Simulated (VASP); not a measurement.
**OsBr3: single point with PBE+U**

Crystal: OsBr3.

```
Os Br
1.0
     5.17787    0.00000    0.00000
     0.00000    5.17787    0.00000
     0.00000    0.00000    5.17787
Os Br
1 3
Direct
  0.00000 0.00000 0.00000
  0.50000 0.00000 0.00000
  0.00000 0.00000 0.50000
  0.00000 0.50000 0.00000
```

```yaml
Program: VASP 6.6.1
Task: single point
Functional: PBE
Potentials_or_basis: VASP PAW PBE potentials, release 64 (Os, Br)
Cutoff: 520 eV
k_mesh: 6 × 6 × 6
Occupations: gaussian, width 0.05 eV
Spin: collinear spin
Starting_moments: "[2.53, 0.0, 0.0, 0.0] μB"
Hubbard_terms: Os d U = 3.0 eV
Dipole_correction: no
k_mesh_for_the_DOS: 9 × 9 × 9
Occupations_for_the_DOS: tetrahedron
Further_INCAR_settings: ALGO = Normal; EDIFF = 1e-06; NBANDS = 26
```

The net moment is 3.75 μB per cell. The site moments are Os +3.51; Br +0.13 μB. The valence electrons inside the program's atomic spheres are Os 6.98; Br 4.85.

Levels at points of the mesh, in eV from the Fermi level:
Spin up:
```tsv
k point	band 13	band 14	band 15	band 16	band 17	band 18	band 19	band 20	band 21	band 22
(0.00, 0.00, 0.00)	-2.20	-2.20	-1.97	-1.97	-1.97	0.08	4.39	7.16	7.16	8.66
```
Spin down:
| k point | band 9 | band 10 | band 11 | band 12 | band 13 | band 14 | band 15 | band 16 | band 17 | band 18 |
| --- | --- | --- | --- | --- | --- | --- | --- | --- | --- | --- |
| (0.00, 0.00, 0.00) | -1.98 | -1.80 | -1.80 | -1.80 | -0.89 | -0.89 | -0.89 | 0.21 | 0.21 | 1.27 |

Eigenvalues of the final occupation matrices:
| site | spin | trace | eigenvalues |
| --- | --- | --- | --- |
| site 1 d | 1 | 4.81 | 0.88 0.88 1.01 1.01 1.01 |
| site 1 d | 2 | 1.35 | 0.22 0.22 0.30 0.30 0.30 |

Run time: 2.4 min on 1 thread of Intel(R) Xeon(R) Platinum 8488C (Sapphire Rapids), on a shared host, peak memory 0.39 GiB.

Caveat: spin-orbit coupling is left out, which moves the levels of the heavy elements.
